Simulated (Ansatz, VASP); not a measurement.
# TiAl: VASP beside Ansatz

```
Ti Al
1.0
     2.86635    0.00000    0.00000
     0.00000    2.95226    0.00000
     0.00000    0.00000    3.12409
Ti Al
1 1
Direct
  0.00000 0.00000 0.00000
  0.50000 0.50000 0.50000
```

Change from the starting cell: normal strain along x -0.0825, normal strain along y -0.0550.

Alike in both runs: task single point; functional LDA; k mesh 14 × 14 × 14; occupations gaussian, width 0.15 eV; no spin polarisation.

|  | VASP | Ansatz |
| --- | --- | --- |
| version | VASP 6.6.1 | Ansatz 0.2.0 |
| potentials or method | VASP PAW LDA potentials, release 64 (Ti_sv, Al), cutoff 520 eV | scalar-relativistic, plane waves, PAW |
| valence electrons in the cell | 15 | 15 |

Ansatz gave:

- gap on the k mesh at the Fermi level (eV): none
- pressure (GPa): 23.9
- traceless stress, the component that is largest in VASP (GPa): 4.17

Problem. Estimate VASP's values.

Solution. gap on the k mesh at the Fermi level (eV): none; pressure (GPa): 24.1; traceless stress, the component that is largest in VASP (GPa): 4.19.

Ansatz warns that its potentials were made for another functional, while VASP's fit it. LDA's correlation is that of Perdew and Zunger in VASP and of Perdew and Wang (1992) in Ansatz. A gap of «none» marks a metal or a gap that the smearing closes.
